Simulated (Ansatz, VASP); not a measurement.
One calculation of NaF, two programs

File POSCAR:

```
NaF
1.0
    0.0541389590      2.3053636773      2.3053636773
    2.3053636773      0.0541389590      2.3053636773
    2.3053636773      2.3053636773      0.0541389590
Na F
1 1
Direct
    0.0000000000      0.0000000000      0.0000000000
    0.5000000000      0.5000000000      0.5000000000
```

Contents of INCAR.step1:

```
SYSTEM = NaF
  PREC = Accurate
  ENCUT = 520
  EDIFF = 1E-5
  ISMEAR = 0
  SIGMA = 0.01
  LREAL = .FALSE.
  LASPH = .TRUE.
  NELM = 100
  ALGO = Normal
  ISIF = 2
  LWAVE = .TRUE.
  LCHARG = .FALSE.
  NBANDS = 14
  GGA = PE
```

Contents of INCAR.step2:

```
SYSTEM = NaF
  PREC = Accurate
  ENCUT = 520
  EDIFF = 1E-7
  ISMEAR = 0
  SIGMA = 0.01
  LREAL = .FALSE.
  LASPH = .TRUE.
  NELM = 100
  ALGO = Normal
  ISIF = 2
  LWAVE = .FALSE.
  LCHARG = .FALSE.
  GGA = PE
  LHFCALC = .TRUE.
  HFSCREEN = 0.2079
  PRECFOCK = Normal
  NBANDS = 14
  ISTART = 1
```

Contents of KPOINTS:

```
regular mesh
0
G
  6 6 6
  0 0 0
```

Input for Ansatz:

```yaml
crystal:
  lattice:
    - [0.054138959, 2.3053636773, 2.3053636773]
    - [2.3053636773, 0.054138959, 2.3053636773]
    - [2.3053636773, 2.3053636773, 0.054138959]
  atoms:
    - { symbol: Na, position: [0.0, 0.0, 0.0] }
    - { symbol: F, position: [0.5, 0.5, 0.5] }
kpoints:
  mp_grid: { grid: [6, 6, 6] }
  band_path:
    path:
      - [0.0, 0.0, 0.0]
      - [0.5, 0.0, 0.5]
      - [0.625, 0.25, 0.625]
      - [0.375, 0.375, 0.75]
      - [0.5, 0.5, 0.5]
      - [0.5, 0.25, 0.75]
    npoints: 1
hamiltonian:
  xc: hse06
scf:
  occupations: { method: fixed }
  n_extra_bands: 4
output:
  forces: true
  stress: true
  eigenvalues: true
```

Change from the starting cell: epitaxial_111 strain -2.0%.

Alike in both runs: task single point; functional HSE06; k mesh 6 × 6 × 6; no spin polarisation.

```csv
,VASP,Ansatz
version,VASP 6.6.1,Ansatz 0.2.0
potentials or method,"VASP PAW PBE potentials, release 64 (Na_pv, F)","plane waves, PAW"
plane-wave cutoff (eV),520,420
occupations,"gaussian, width 0.01 eV",fixed
valence electrons in the cell,14,16
```

|  | VASP | Ansatz | Ansatz less VASP |
| --- | --- | --- | --- |
| gap on the k mesh at the Fermi level (eV) | 8.72 | 8.75 | +0.033 |
| pressure (GPa) | 3.1 | 3.0 | -0.18 |
| traceless stress, the component that is largest in VASP (GPa) | -0.73 | -0.73 | -0.008 |

VASP's potentials hold 14 valence electrons a cell and Ansatz's 16, so a difference there can come from the potentials and not from the codes. Ansatz's warnings: stress exchange threshold loose, stress scf threshold loose.
